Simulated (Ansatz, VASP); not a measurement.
One calculation of MgO, two programs

```
CELL_PARAMETERS angstrom
0.00000 2.35845 2.35845
2.35845 0.00000 2.35845
2.35845 2.35845 0.00000
ATOMIC_POSITIONS crystal
Mg 0.00000 0.00000 0.00000
O 0.25000 0.25000 0.25000
```

Change from the starting cell: hydrostatic strain +3.4%.

Alike in both runs: task single point; functional HSE06; k mesh 6 × 6 × 6; no spin polarisation.

```csv
,VASP,Ansatz
version,VASP 6.6.1,Ansatz 0.2.0
potentials or method,"VASP PAW PBE potentials, release 64 (Mg, O)","plane waves, PAW"
plane-wave cutoff (eV),520,420
occupations,"gaussian, width 0.01 eV",fixed
valence electrons in the cell,8,16
```

Ansatz gave:

```
gap on the k mesh at the Fermi level (eV) : 4.67
pressure (GPa)                            : -10.2
```

Question: Estimate VASP's values.

Answer: gap on the k mesh at the Fermi level (eV): 4.64; pressure (GPa): -10.4.

VASP's potentials hold 8 valence electrons a cell and Ansatz's 16, so a difference there can come from the potentials and not from the codes. Ansatz's warnings: stress exchange threshold loose, stress scf threshold loose.
